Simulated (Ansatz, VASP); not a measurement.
Li: VASP beside Ansatz

The input INCAR:

```
PREC = Accurate
ENCUT = 520
EDIFF = 1E-7
ISMEAR = -1
SIGMA = 0.1
LREAL = False
LASPH = True
NELM = 80
ALGO = Normal
ISIF = 2
LWAVE = False
LCHARG = False
NBANDS = 12
```

File KPOINTS:

```
regular mesh
0
Gamma
  5 5 7
```

Contents of POSCAR:

```
Li
1.0
    4.9406080982      0.0000000000      0.0000000000
   -2.4702990574      4.2786849950      0.0000000000
    0.0000000000      0.0000000000      2.8840172197
Li
3
Direct
    0.0343400000      0.0302900000      0.9506100000
    0.6519400000      0.2961800000      0.5131800000
    0.3400500000      0.6653300000      0.5448200000
```

Input for Ansatz:

```yaml
crystal:
  lattice:
    - [4.9406080981587435, 0.0, 0.0]
    - [-2.470299057426632, 4.278684995041831, 0.0]
    - [0.0, 0.0, 2.884017219746104]
  atoms:
    - { symbol: Li, position: [0.03434, 0.03029, 0.95061] }
    - { symbol: Li, position: [0.65194, 0.29618, 0.51318] }
    - { symbol: Li, position: [0.34005, 0.66533, 0.54482] }
basis:
  ecutwfc: 540.0
  xc_grid: 2
kpoints:
  mp_grid:
    grid: [5, 5, 7]
hamiltonian:
  xc: lda
scf:
  convergence:
    dr2_threshold: 1.0e-09
  occupations:
    method: fermi_dirac
    width: 0.1
output:
  forces: true
  stress: true
```

Alike in both runs: task single point; functional LDA; k mesh 5 × 5 × 7; occupations fermi-dirac, width 0.1 eV; no spin polarisation.

```csv
,VASP,Ansatz
version,VASP 6.6.1,Ansatz 0.2.0
potentials or method,"VASP PAW LDA potentials, release 64 (Li_sv), cutoff 520 eV","plane waves, PAW"
valence electrons in the cell,9,9
```

|  | VASP | Ansatz | Ansatz less VASP |
| --- | --- | --- | --- |
| rms of the force components (eV/Å) | 0.139 | 0.138 | -0.0008 |

LDA's correlation is that of Perdew and Zunger in VASP and of Perdew and Wang (1992) in Ansatz. Atom by atom the forces differ by 0.001 eV/Å (rms over components). Ansatz's warnings: stress scf threshold loose.

Noted on VASP's run: the cutoff is short for stress, so the pressure is rough.
